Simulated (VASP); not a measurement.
Input of a VASP 6.6.1 run:

The input INCAR:

```
SYSTEM = SrTl
ALGO = Normal
EDIFF = 1E-7
EDIFFG = -0.001
ENCUT = 600
GGA = CA
IBRION = 2
ISIF = 3
ISMEAR = -1
LASPH = .True.
LCHARG = .False.
LREAL = .False.
LWAVE = .False.
NELM = 80
NSW = 80
PREC = Accurate
SIGMA = 0.15
```

KPOINTS

```
k-points
0
Gamma
  10 10 10
  0 0 0
```

File POSCAR:

```
SrTl
1.0
    3.9541334254      0.0000000000      0.0000000000
    0.0000000000      3.9541334254      0.0000000000
    0.0000000000      0.0000000000      3.9541334254
Sr Tl
1 1
Direct
    0.0000000000      0.0000000000      0.0000000000
    0.5000000000      0.5000000000      0.5000000000
```

Potentials or basis: VASP PAW LDA potentials, release 64 (Sr_sv, Tl_d).

Launch:

```bash
$ cat potpaw_LDA.64/Sr_sv/POTCAR potpaw_LDA.64/Tl_d/POTCAR > POTCAR
$ mpirun -np 1 vasp_std > vasp.out
```

Problem. Predict the relaxed volume.

Solution. 31.07 Å³/atom.

Problem. What does it give for the band gap on the k mesh?

Solution. Zero (an odd number of electrons rules out a gap without spin polarisation).

Problem. Predict the relaxed cell.

Solution. a = 3.961 Å, b = 3.961 Å, c = 3.961 Å, α = 90.00°, β = 90.00°, γ = 90.00°.

Step by step:
| step | energy change (eV) | largest force (eV/Å) | pressure (GPa) | volume (Å³) |
| --- | --- | --- | --- | --- |
| 1 | 0.0000 | 0.0000 | 0.18 | 61.82 |
| 2 | -0.0002 | 0.0000 | 0.01 | 62.14 |
| 3 | -0.0002 | 0.0000 | -0.01 | 62.15 |
| 4 | -0.0002 | 0.0000 | -0.01 | 62.15 |
| 5 | -0.0002 | 0.0000 | 0.00 | 62.14 |

Caveat: spin-orbit coupling is left out, which moves the levels of the heavy elements.
